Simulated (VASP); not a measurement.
A run of VASP 6.6.1:

POSCAR

```
AlN
1.0
    0.0000000000      2.0345180000      1.8819291500
    2.0345180000      0.0000000000      1.8819291500
    2.0345180000      2.0345180000      0.0000000000
Al N
1 1
Direct
    0.5000000000      0.5000000000      0.5000000000
    0.0000000000      0.0000000000      0.0000000000
```

File INCAR.step1:

```
SYSTEM = AlN
ALGO = Normal ; EDIFF = 1E-4
ENCUT = 520 ; GGA = PE
ISMEAR = 0 ; LASPH = .TRUE.
LCHARG = .FALSE. ; LREAL = .FALSE.
LWAVE = .TRUE. ; NBANDS = 11
NELM = 100 ; PREC = Accurate
SIGMA = 0.05
```

Contents of INCAR.step2:

```
SYSTEM = AlN
ALGO = Normal ; EDIFF = 1E-6
ENCUT = 520 ; ISIF = 2
ISMEAR = 0 ; ISTART = 1
LASPH = .TRUE. ; LCHARG = .TRUE.
LELF = .TRUE. ; LMIXTAU = .TRUE.
LREAL = .FALSE. ; LVHAR = .TRUE.
LWAVE = .FALSE. ; METAGGA = R2SCAN
NBANDS = 11 ; NELM = 100
PREC = Accurate ; SIGMA = 0.05
```

File KPOINTS:

```
k-points
0
G
  10 10 10
  0 0 0
```

Potentials or basis: VASP PAW PBE potentials, release 64 (Al, N).

Run with:

```bash
$ cat potpaw_PBE.64/Al/POTCAR potpaw_PBE.64/N/POTCAR > POTCAR
$ cp INCAR.step1 INCAR
$ mpirun -np 1 vasp_std > vasp.out
$ cp INCAR.step2 INCAR
$ mpirun -np 1 vasp_std > vasp.out
```

Hardware: 1 thread of Intel Xeon 6975P-C, on a shared host.

Task: How long does it take, and how much memory?

Result: It took 93 s on 1 thread of Intel Xeon 6975P-C, on a shared host, peak memory 0.15 GiB. Counts: k points 102.
